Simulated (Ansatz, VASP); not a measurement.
HgTe: VASP beside Ansatz

```
CELL_PARAMETERS angstrom
0.00000 3.22350 3.22350
3.22350 0.00000 3.22350
3.22350 3.22350 0.00000
ATOMIC_POSITIONS crystal
Hg 0.99776 0.99776 0.99776
Te 0.75000 0.75000 0.75000
```

Change from the starting cell: all Hg atoms moved +0.025 Å, as atom 1 towards its neighbour atom 2 (Te) at 2.792 Å.

Alike in both runs: task single point; functional PBE; k mesh 14 × 14 × 14; occupations gaussian, width 0.15 eV; no spin polarisation.

|  | VASP | Ansatz |
| --- | --- | --- |
| version | VASP 6.6.1 | Ansatz 0.2.0 |
| potentials or method | VASP PAW PBE potentials, release 64 (Hg, Te), cutoff 520 eV | scalar-relativistic, plane waves, PAW |
| valence electrons in the cell | 18 | 36 |

Ansatz gave:

- gap on the k mesh at the Fermi level (eV): none
- pressure (GPa): 4.1
- traceless stress, the component that is largest in VASP (GPa): 0.24
- rms of the force components (eV/Å): 0.063

What did VASP give for the same quantities?

gap on the k mesh at the Fermi level (eV): none; pressure (GPa): 4.1; traceless stress, the component that is largest in VASP (GPa): 0.24; rms of the force components (eV/Å): 0.064.

Atom by atom the forces differ by 0.001 eV/Å (rms over components). A gap of «none» marks a metal or a gap that the smearing closes. VASP's potentials hold 18 valence electrons a cell and Ansatz's 36, so a difference there can come from the potentials and not from the codes.

Neither program's run includes spin-orbit coupling.
